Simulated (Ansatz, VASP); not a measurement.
**One calculation of Re, two programs**

The input INCAR:

```
SYSTEM = Re
ALGO = Fast
EDIFF = 1E-6
ENCUT = 520
GGA = PE
ISIF = 2
ISMEAR = 0
LASPH = .TRUE.
LCHARG = .FALSE.
LREAL = .FALSE.
LWAVE = .FALSE.
NBANDS = 10
NELM = 80
PREC = Accurate
SIGMA = 0.15
```

KPOINTS

```
k-points
0
G
  10 10 10
  0 0 0
```

The input POSCAR:

```
Re
1.0
    0.0000000000      2.1556881593      1.6663469472
    2.1556881593      0.0000000000      1.6663469472
    2.1556881593      2.1556881593      0.0000000000
Re
1
Direct
    0.0000000000      0.0000000000      0.0000000000
```

Input for Ansatz:

```yaml
crystal:
  lattice:
    - [0.0, 2.1556881593, 1.6663469472]
    - [2.1556881593, 0.0, 1.6663469472]
    - [2.1556881593, 2.1556881593, 0.0]
  atoms:
    - { symbol: Re, position: [0.0, 0.0, 0.0] }
basis:
  ecutwfc: 420
kpoints:
  mp_grid: { grid: [10, 10, 10] }
hamiltonian:
  xc: pbe
scf:
  occupations: { method: gaussian, width: 0.15 }
output:
  forces: true
  stress: true
  eigenvalues: true
```

Alike in both runs: task single point; functional PBE; k mesh 10 × 10 × 10; occupations gaussian, width 0.15 eV; no spin polarisation.

|  | VASP | Ansatz |
| --- | --- | --- |
| version | VASP 6.6.1 | Ansatz 0.2.0 |
| potentials or method | VASP PAW PBE potentials, release 64 (Re), cutoff 520 eV | scalar-relativistic, plane waves, PAW |
| valence electrons in the cell | 7 | 15 |

VASP gave:

```
gap on the k mesh at the Fermi level (eV)                     : none
pressure (GPa)                                                : -8.8
traceless stress, the component that is largest in VASP (GPa) : 2.56
```

Task: Which values does Ansatz return?

Result: gap on the k mesh at the Fermi level (eV): none; pressure (GPa): -8.2; traceless stress, the component that is largest in VASP (GPa): 2.01.

A gap of «none» marks a metal or a gap that the smearing closes. VASP's potentials hold 7 valence electrons a cell and Ansatz's 15, so a difference there can come from the potentials and not from the codes.

Neither program's run includes spin-orbit coupling.
